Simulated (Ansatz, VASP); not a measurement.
# Au: VASP beside Ansatz

The input INCAR:

```
SYSTEM = Au
PREC = Accurate
ENCUT = 520
EDIFF = 1E-6
ISMEAR = -1
SIGMA = 0.1
LREAL = .False.
LASPH = .True.
NELM = 60
ALGO = Normal
ISIF = 2
LWAVE = .False.
LCHARG = .True.
GGA = PE
LELF = .True.
LVHAR = .True.
NBANDS = 12
```

KPOINTS

```
regular mesh
0
Gamma
  17 17 17
  0 0 0
```

Contents of POSCAR:

```
Au
1.0
    0.0000000000      1.6716053446      1.6716053446
    1.6716053446      0.0000000000      1.6716053446
    1.6716053446      1.6716053446      0.0000000000
Au
1
Direct
    0.0000000000      0.0000000000      0.0000000000
```

Input for Ansatz:

```yaml
crystal:
  lattice:
    - [0.0, 1.6716053446, 1.6716053446]
    - [1.6716053446, 0.0, 1.6716053446]
    - [1.6716053446, 1.6716053446, 0.0]
  atoms:
    - { symbol: Au, position: [0.0, 0.0, 0.0] }
kpoints:
  mp_grid: { grid: [17, 17, 17] }
scf:
  occupations: { method: fermi_dirac, width: 0.1 }
hamiltonian:
  xc: pbe
  pseudopotentials: { kind: all_electron, lapw: { basis_error: 0.001 } }
output:
  forces: true
  stress: true
  eigenvalues: true
  populations: true
```

Change from the starting cell: volume scaled by 0.52, LAPW.

Alike in both runs: task single point; functional PBE; k mesh 17 × 17 × 17; occupations fermi-dirac, width 0.1 eV; no spin polarisation.

|  | VASP | Ansatz |
| --- | --- | --- |
| version | VASP 6.6.1 | Ansatz 0.2.0 |
| potentials or method | VASP PAW PBE potentials, release 64 (Au), cutoff 520 eV | all-electron LAPW, scalar-relativistic |

VASP gave:

- pressure (GPa): 568.4

Question: What did Ansatz give for the same quantities?

Answer: Pressure (GPa): 561.9.

Both programs put the cell under a high pressure, so it lies far from rest at this level. Ansatz ran all-electron here, and VASP with PAW potentials.

Neither program's run includes spin-orbit coupling. Noted on VASP's run: the cell as given lies far from equilibrium.
